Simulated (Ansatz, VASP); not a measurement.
# Two plane-wave programs on C

Contents of INCAR:

```
ALGO = Normal
EDIFF = 1E-7
ENCUT = 520
ISIF = 2
ISMEAR = -1
LASPH = True
LCHARG = False
LREAL = False
LWAVE = False
NBANDS = 13
NELM = 60
PREC = Accurate
SIGMA = 0.1
```

The input KPOINTS:

```
k-points
0
Gamma
  7 7 27
```

File POSCAR:

```
C
1.0
    5.9144398539      0.0000000001      0.0000000000
   -2.9572199270      5.1220551626      0.0000000000
    0.0000000000      0.0000000000      1.3258384609
C
3
Direct
    0.0000000000      1.0000000000      0.0000000000
    0.3333333333      0.6666666667      0.5000000000
    0.6666666667      0.3333333333      0.5000000000
```

Input for Ansatz:

```yaml
crystal:
  lattice:
    - [5.9144398539, 1.0e-10, 0.0]
    - [-2.957219927, 5.1220551626, 0.0]
    - [0.0, 0.0, 1.3258384609]
  atoms:
    - { symbol: C, position: [0.0, 1.0, 0.0] }
    - { symbol: C, position: [0.3333333333, 0.6666666667, 0.5] }
    - { symbol: C, position: [0.6666666667, 0.3333333333, 0.5] }
hamiltonian:
  xc: lda
  pseudopotentials:
    kind: paw
    azcp:
      C: "pseudopotentials/C.paw.azcp"
basis:
  ecutwfc: 420
  fft_grid_basis: typed
kpoints:
  mp_grid: { grid: [7, 7, 27], shift: [0, 0, 0] }
magnetization:
  spin_polarized: false
scf:
  occupations: { method: fermi_dirac, width: 0.1 }
  lower_state_search: "off"
output:
  stress: true
```

Alike in both runs: task single point; functional LDA; k mesh 7 × 7 × 27; occupations fermi-dirac, width 0.1 eV; no spin polarisation.

|  | VASP | Ansatz |
| --- | --- | --- |
| version | VASP 6.6.1 | Ansatz 0.2.0 |
| potentials or method | VASP PAW LDA potentials, release 64 (C), cutoff 520 eV | plane waves (420 eV) with PAW, scalar-relativistic |
| valence electrons in the cell | 12 | 12 |

|  | VASP | Ansatz | Ansatz less VASP |
| --- | --- | --- | --- |
| pressure (GPa) | -18.1 | -18.1 | -0.03 |
| traceless stress, the component that is largest in VASP (GPa) | -35.15 | -35.36 | -0.210 |

Ansatz warns that its potentials were made for another functional, while VASP's fit it. LDA's correlation is that of Perdew and Zunger in VASP and of Perdew and Wang (1992) in Ansatz.
